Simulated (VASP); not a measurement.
# Mo6C in VASP: a series of runs

The runs below take Mo6C through single point, with PBE.

Everything below comes from runs of VASP 6.6.1. Logs are shortened: lines on timing, memory, paths and dates and some standing lists are left out, and cuts for length are marked.

## (1) The cell of the first run

The cell holds a slab with vacuum, 7 atoms: a = 4.470 Å, b = 4.470 Å, c = 19.760 Å, α = 90.00°, β = 90.00°, γ = 120.00°.

## (2) Single point, PBE

Input file INCAR:

```
PREC = Accurate
ENCUT = 520
EDIFF = 1E-6
ISMEAR = 0
SIGMA = 0.1
LREAL = F
LASPH = T
NELM = 80
ALGO = Normal
ISIF = 2
LWAVE = F
LCHARG = T
LDIPOL = T
IDIPOL = 3
DIPOL = 0.5 0.5 0.339
GGA = PE
LELF = T
LVHAR = T
LVACPOTAV = T
NBANDS = 53
```

Input file KPOINTS:

```
regular mesh
0
Gamma
  6 6 1
```

Input file POSCAR:

```
Mo6C
1.0
    4.4695765307      0.0000000000      0.0000000000
   -2.2347882654      3.8707668198      0.0000000000
    0.0000000000      0.0000000000     19.7595667350
Mo C
6 1
Direct
    0.6666666667      0.3333333333      0.2024335884
    0.3333333333      0.6666666667      0.2486060831
    0.0000000000      0.0000000000      0.2947785777
    0.6666666667      0.3333333333      0.3368821116
    0.3333333333      0.6666666667      0.3779725564
    0.0000000000      0.0000000000      0.4180034333
    0.0000000000      0.2222222222      0.4921371999
```

Potentials or basis: VASP PAW PBE potentials, release 64 (Mo_sv, C).

Started as:

```console
$ cat potpaw_PBE.64/Mo_sv/POTCAR potpaw_PBE.64/C/POTCAR > POTCAR
$ mpirun -np 1 vasp_std > vasp.out
```

OUTCAR:

```text
PREC = Accurate
   ENCUT = 520
   EDIFF = 1E-6
   ISMEAR = 0
   LREAL = F
   LASPH = T
   NELM = 80
   ISIF = 2
   GGA = PE

 ion  position               nearest neighbor table
   1  0.667  0.333  0.202-   4 2.66   2 2.74   2 2.74   2 2.74   3 3.16   3 3.16   3 3.16
   2  0.333  0.667  0.249-   5 2.56   3 2.74   3 2.74   3 2.74   1 2.74   1 2.74   1 2.74   4 3.11
                             4 3.11   4 3.11
   3  0.000  0.000  0.295-   6 2.43   4 2.71   4 2.71   4 2.71   2 2.74   2 2.74   2 2.74   5 3.06
                             5 3.06   5 3.06   1 3.16   1 3.16   1 3.16
   4  0.667  0.333  0.337-   1 2.66   5 2.71   5 2.71   5 2.71   3 2.71   3 2.71   3 2.71   6 3.04
                             6 3.04   6 3.04   2 3.11   2 3.11   2 3.11
   5  0.333  0.667  0.378-   2 2.56   6 2.70   6 2.70   6 2.70   4 2.71   4 2.71   4 2.71   3 3.06
                             3 3.06   3 3.06
   6  0.000  0.000  0.418-   7 1.77   3 2.43   5 2.70   5 2.70   5 2.70   4 3.04   4 3.04   4 3.04

   7  0.000  0.222  0.492-   6 1.77

  LATTYP: Found a hexagonal cell.
 ALAT       =     4.4695765307
 C/A-ratio  =     4.4209035463

  Lattice vectors:

 A1 = (   4.4695765307,   0.0000000000,   0.0000000000)
 A2 = (  -2.2347882654,   3.8707668198,   0.0000000000)
 A3 = (   0.0000000000,   0.0000000000,  19.7595667350)

Analysis of symmetry for initial positions (statically):
=====================================================================
 Subroutine PRICEL returns:
 Original cell was already a primitive cell.

 Routine SETGRP: Setting up the symmetry group for a
 hexagonal supercell.

 Subroutine GETGRP returns: Found  1 space group operations
 (whereof  1 operations were pure point group operations)
 out of a pool of 24 trial point group operations.

The static configuration has the point symmetry C_1 .

Analysis of symmetry for dynamics (positions and initial velocities):
=====================================================================
 Subroutine PRICEL returns:
 Original cell was already a primitive cell.

 Routine SETGRP: Setting up the symmetry group for a
 hexagonal supercell.

 Subroutine GETGRP returns: Found  1 space group operations
 (whereof  1 operations were pure point group operations)
 out of a pool of 24 trial point group operations.

The dynamic configuration has the point symmetry C_1 .

 Subroutine INISYM returns: Found  1 space group operations
 (whereof  1 operations are pure point group operations),
 and found     1 'primitive' translations

----------------------------------------------------------------------------------------

                                     Primitive cell

  volume of cell :     341.8541

  direct lattice vectors                    reciprocal lattice vectors
     4.469576531  0.000000000  0.000000000     0.223734842  0.129173371  0.000000000
    -2.234788265  3.870766820  0.000000000     0.000000000  0.258346743  0.000000000
     0.000000000  0.000000000 19.759566735     0.000000000  0.000000000  0.050608397

  length of vectors
     4.469576531  4.469576531 19.759566735     0.258346743  0.258346743  0.050608397

  position of ions in fractional coordinates (direct lattice)
     0.666666667  0.333333333  0.202433588
     0.333333333  0.666666667  0.248606083
     0.000000000  0.000000000  0.294778578
     0.666666667  0.333333333  0.336882112
     0.333333333  0.666666667  0.377972556
     0.000000000  0.000000000  0.418003433
     0.000000000  0.222222222  0.492137200

  ion indices of the primitive-cell ions
   primitive index   ion index
                 1           1
                 2           2
                 3           3
                 4           4
                 5           5
                 6           6
                 7           7

----------------------------------------------------------------------------------------

 KPOINTS: regular mesh

Automatic generation of k-mesh.
 Grid dimensions read from file:
 generate k-points for:    6    6    1

 Generating k-lattice:

  Cartesian coordinates                     Fractional coordinates (reciprocal lattice)
     0.037289140  0.021528895  0.000000000     0.166666667  0.000000000  0.000000000
     0.000000000  0.043057790  0.000000000     0.000000000  0.166666667  0.000000000
     0.000000000  0.000000000  0.050608397     0.000000000  0.000000000  1.000000000

  Length of vectors
     0.043057790  0.043057790  0.050608397

  Shift w.r.t. Gamma in fractional coordinates (k-lattice)
     0.000000000  0.000000000  0.000000000

 Subroutine IBZKPT returns following result:
 ===========================================

 Found     20 irreducible k-points:

 Following reciprocal coordinates:
            Coordinates               Weight
  0.000000  0.000000  0.000000      1.000000
  0.166667 -0.000000  0.000000      2.000000
  0.000000  0.166667  0.000000      2.000000
 -0.166667  0.166667  0.000000      2.000000
  0.333333  0.000000  0.000000      2.000000
  0.000000  0.333333  0.000000      2.000000
[... 12 lines left out ...]
  0.500000 -0.166667  0.000000      2.000000
  0.333333  0.333333  0.000000      2.000000
   k-points           NKPTS =     20   k-points in BZ     NKDIM =     20   number of bands    NBANDS=     53
   number of dos      NEDOS =    301   number of ions     NIONS =      7
   total plane-waves  NPLWV = 194400
   dimension x,y,z NGX =    36 NGY =   36 NGZ =  150
   dimension x,y,z NGXF=    72 NGYF=   72 NGZF=  300
   ions per type =               6   1
   NGX,Y,Z   is equivalent  to a cutoff of  13.39, 13.39, 12.62 a.u.
   NGXF,Y,Z  is equivalent  to a cutoff of  26.78, 26.78, 25.24 a.u.
 SYSTEM =  unknown system
   PREC   = accura    normal or accurate (medium, high low for compatibility)
   ISTART =      0    job   : 0-new  1-cont  2-samecut
   ICHARG =      2    charge: 1-file 2-atom 10-const
   ISPIN  =      1    spin polarized calculation?
   LNONCOLLINEAR =      F non collinear calculations
   LSORBIT =      F    spin-orbit coupling
   LASPH  =      T    aspherical Exc in radial PAW
   ENCUT  =  520.0 eV  38.22 Ry    6.18 a.u.   8.31  8.31 36.74*2*pi/ulx,y,z
   NELM   =     80;   NELMIN=  2; NELMDL= -5     # of ELM steps
   EDIFF  = 0.1E-05   stopping-criterion for ELM
   LREAL  =      F    real-space projection
   EDIFFG = 0.1E-04   stopping-criterion for IOM
   NSW    =      0    number of steps for IOM
   IBRION =     -1    ionic relax: 0-MD 1-quasi-New 2-CG
   NFREE  =      0    steps in history (QN), initial steepest desc. (CG)
   ISIF   =      2    stress and relaxation
   ISYM   =      2    0-nonsym 1-usesym 2-fastsym
   POTIM  = 0.5000    time-step for ionic-motion
   TEBEG  =    0.0;   TEEND  =   0.0 temperature during run
   PSTRESS=    0.0 pullay stress
   NELECT =      88.0000    total number of electrons
   NUPDOWN=      -1.0000    fix difference up-down
   EMIN   =  10.00;   EMAX   =-10.00  energy-range for DOS
   EFERMI =   0.00;   METHOD = LEGACY
   ISMEAR =     0;   SIGMA  =   0.10  broadening in eV -4-tet -1-fermi 0-gaus
   EFERMI_NEDOS =   21; number of points for ismear=-14 and -15
   IALGO  =     38    algorithm
   IMIX   =      4    mixing-type and parameters
     AMIX     =   0.40;   BMIX     =  1.00
     AMIX_MAG =   1.60;   BMIX_MAG =  1.00
  volume/ion in A,a.u.               =      48.84       329.56
  Fermi-wavevector in a.u.,A,eV,Ry     =   1.041411  1.967981 14.756017  1.084537
  Thomas-Fermi vector in A             =   2.176030
   LORBIT       =      0    0 simple, 1 ext, 2 COOP (PROOUT), +10 PAW based schemes
   GGA     = PE    functional components
   LHFCALC =     F    Hartree Fock is set to
   AEXX    =    0.0000 exact exchange contribution
   IVDW    =     0    specifies the selected vdW correction
   LEPSILON=     F    determine dielectric tensor
   LRPA    =     F    only Hartree local field effects (RPA)
 non-spin polarized calculation
 Gauss-broadening in eV      SIGMA  =   0.10
  energy-cutoff  :      520.00
  volume of cell :      341.85
 maximum number of plane-waves:      9223
 NGX is ok and might be reduce to    36
   NGX = 17   NGY = 17   NGZ = 73

 dipolmoment           0.000000      0.000000     -0.326747 electrons x Angstroem

 number of electron      88.0000007 magnetization

 dipolmoment           0.000000      0.000000      0.276728 electrons x Angstroem

 Free energy of the ion-electron system (eV)
  ---------------------------------------------------
  ext. energy  EPLUGINS =         0.00000000
  ---------------------------------------------------
  free energy    TOTEN  =       -64.45157845 eV

  energy without entropy =      -64.40181244  energy(sigma->0) =      -64.42669544

 E-fermi :   0.0900     XC(G=0):  -5.0989

 val. band max:        0.0891740962   @ k =   0.0000   0.3333   0.0000
 cond. band min:       0.0909661658   @ k =  -0.1667   0.5000   0.0000
 fundamental gap:      0.0017920696
 Fermi energy:         0.0899573915

 k-point     1 :       0.0000    0.0000    0.0000
  band No.  band energies     occupation
      1     -61.0712      2.00000
      2     -60.8511      2.00000
      3     -60.7945      2.00000
      4     -60.7506      2.00000
      5     -60.6314      2.00000
      6     -60.1982      2.00000
[... 45 lines left out ...]
     52       2.1146      0.00000
     53       2.1667      0.00000

 k-point     2 :       0.1667   -0.0000    0.0000
  band No.  band energies     occupation
      1     -61.0511      2.00000
      2     -60.8532      2.00000
      3     -60.7931      2.00000
      4     -60.7573      2.00000
      5     -60.6418      2.00000
      6     -60.2015      2.00000
[... 45 lines left out ...]
     52       2.0948      0.00000
     53       2.2169      0.00000
[... 950 lines left out ...]
     52       1.6793      0.00000
     53       2.0568      0.00000

 k-point    20 :       0.3333    0.3333    0.0000
  band No.  band energies     occupation
      1     -60.9433      2.00000
      2     -60.8662      2.00000
      3     -60.8515      2.00000
      4     -60.7253      2.00000
      5     -60.7023      2.00000
      6     -60.2133      2.00000
[... 45 lines left out ...]
     52       1.6138      0.00000
     53       1.7588      0.00000

------------------------ aborting loop because EDIFF is reached ----------------------------------------

  FORCE on cell =-STRESS in cart. coord.  units (eV):
  Direction    XX          YY          ZZ          XY          YZ          ZX
  --------------------------------------------------------------------------------------
  -------------------------------------------------------------------------------------
  Total       -2.4750443     -2.8831587      1.1469368     -0.6798844      1.9809935     -0.4665913
  in kB      -11.5998601    -13.5125813      5.3753812     -3.1864333      9.2843784     -2.1867868
  external PRESSURE =      -6.5790201 kB  Pullay stress =       0.0000000 kB

 VOLUME and BASIS-vectors are now :
 -----------------------------------------------------------------------------
  energy-cutoff  :      520.00
  volume of cell :      341.85
      direct lattice vectors                 reciprocal lattice vectors
     4.469576531  0.000000000  0.000000000     0.223734842  0.129173371  0.000000000
    -2.234788265  3.870766820  0.000000000     0.000000000  0.258346743  0.000000000
     0.000000000  0.000000000 19.759566735     0.000000000  0.000000000  0.050608397

 POSITION                                       TOTAL-FORCE (eV/Angst)
 -----------------------------------------------------------------------------------
      2.23479      1.29026      4.00000         0.075482     -0.017943      2.095733
     -0.00000      2.58051      4.91235         0.004068      0.042016     -0.394562
      0.00000      0.00000      5.82470        -0.266169      0.195320     -3.203632
      2.23479      1.29026      6.65664        -0.140657     -0.309652     -1.008021
     -0.00000      2.58051      7.46857         0.226567     -0.386552      0.932814
      0.00000      0.00000      8.25957         0.664538     -0.696645      1.514201
     -0.49662      0.86017      9.72442        -0.563829      1.173456      0.063468
 -----------------------------------------------------------------------------------
    total drift:                                0.000029     -0.000041     -0.000173

  FREE ENERGIE OF THE ION-ELECTRON SYSTEM (eV)
  ---------------------------------------------------
  free  energy   TOTEN  =       -64.4515784490 eV

  energy  without entropy=      -64.4018124377  energy(sigma->0) =      -64.42669544

 vacuum level on the upper side and lower side of the slab         6.540         3.646
```

Run time: 7.8 min. Hardware: 1 thread of Intel Xeon 6975P-C (Granite Rapids), shared host; peak memory 0.62 GiB.

What came out:

- Free energy: -64.4516 eV
- Largest force: 3.221 eV/Å
- Band gap on the k mesh: zero (band 44 reaches 0.11 eV, above the bottom of band 45 at 0.09 eV)

Forces on the atoms (eV/Å):
```
Mo   0.075 -0.018  2.096
Mo   0.004  0.042 -0.395
Mo  -0.266  0.195 -3.204
Mo  -0.141 -0.310 -1.008
Mo   0.227 -0.387  0.933
Mo   0.665 -0.697  1.514
C   -0.564  1.173  0.063
```

(Part 1 of 2 ends here.)
